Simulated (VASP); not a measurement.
**SiO2: electric field gradients with LDA**

The system is SiO2.

```
CELL_PARAMETERS angstrom
-2.61517 4.72117 4.44242
2.61517 -4.72117 4.44242
2.61517 4.72117 -4.44242
ATOMIC_POSITIONS crystal
Si 0.92634 0.84367 0.08267
Si 0.73900 0.15633 0.58267
Si 0.07366 0.15633 0.91733
Si 0.26100 0.84367 0.41733
O 0.12601 0.87601 0.25000
O 0.87399 0.12399 0.75000
O 0.78873 0.50000 0.78873
O 0.21127 0.00000 0.71127
O 0.21127 0.50000 0.21127
O 0.78873 0.00000 0.28873
O 0.00000 0.00000 0.00000
O 0.50000 0.00000 0.50000
```

```yaml
Program: VASP 6.6.1
Task: electric field gradients
Functional: LDA
Potentials_or_basis: VASP PAW LDA potentials, release 64 (Si, O)
Cutoff: 520 eV
k_mesh: 6 × 6 × 6
Occupations: gaussian, width 0.01 eV
Spin: no spin polarisation
Dipole_correction: no
Further_INCAR_settings: ALGO = Normal; EDIFF = 1e-08; NBANDS = 44
```

The pressure is 0.4 GPa, the largest force is 0.053 eV/Å and the band gap on the k mesh is 5.42 eV. The largest electric field gradient by atom is Si +7.9; O +88.0, +86.5, +93.6 (each value once) V/Å².

Forces in eV/Å, atoms in the order of the input:
```
Si   0.000 -0.043  0.031
Si   0.000 -0.043 -0.031
Si   0.000  0.043 -0.031
Si   0.000  0.043  0.031
O    0.000  0.000  0.001
O    0.000  0.000 -0.001
O    0.000 -0.010  0.000
O    0.000  0.010  0.000
O    0.000  0.010  0.000
O    0.000 -0.010  0.000
O    0.000  0.000  0.000
O    0.000  0.000  0.000
```

Stress tensor (GPa, compression positive):
```
0.49 0.00 0.00
0.00 0.38 0.00
0.00 0.00 0.42
```

Levels at points of the mesh, in eV from the valence-band top:
| k point | band 30 | band 31 | band 32 | band 33 | band 34 | band 35 |
| --- | --- | --- | --- | --- | --- | --- |
| (0.00, 0.00, 0.00) | -0.75 | -0.46 | 0.00 | 5.42 | 8.35 | 8.70 |
| (0.50, 0.00, 0.00) | -0.57 | -0.33 | -0.17 | 6.40 | 6.91 | 8.49 |
| (0.00, 0.50, 0.00) | -0.85 | -0.79 | -0.23 | 7.64 | 7.71 | 8.36 |
| (0.50, 0.50, 0.00) | -0.98 | -0.43 | -0.43 | 7.62 | 7.62 | 8.85 |
| (0.50, 0.50, 0.50) | -0.26 | -0.25 | -0.02 | 7.34 | 7.47 | 7.69 |

Electric field gradients, principal values (V/Å²):
```csv
atom,least,middle,greatest (by size)
1 Si,-3.912,-3.946,7.858
2 Si,-3.912,-3.946,7.859
3 Si,-3.912,-3.946,7.858
4 Si,-3.912,-3.946,7.859
5 O,-41.499,-46.475,87.973
6 O,-41.499,-46.475,87.973
7 O,-38.161,-48.374,86.535
8 O,-38.161,-48.372,86.533
9 O,-38.161,-48.374,86.535
10 O,-38.161,-48.372,86.533
11 O,-46.126,-47.427,93.553
12 O,-46.129,-47.426,93.555
```

It took 17 min on 1 thread of Intel Xeon 8259CL, on a shared host, peak memory 0.5 GiB.

Caveat: without QUAD_EFG the Cq values of the log hold for a quadrupole moment of 1 mb, not for the nuclei. A k mesh can miss the band edges.
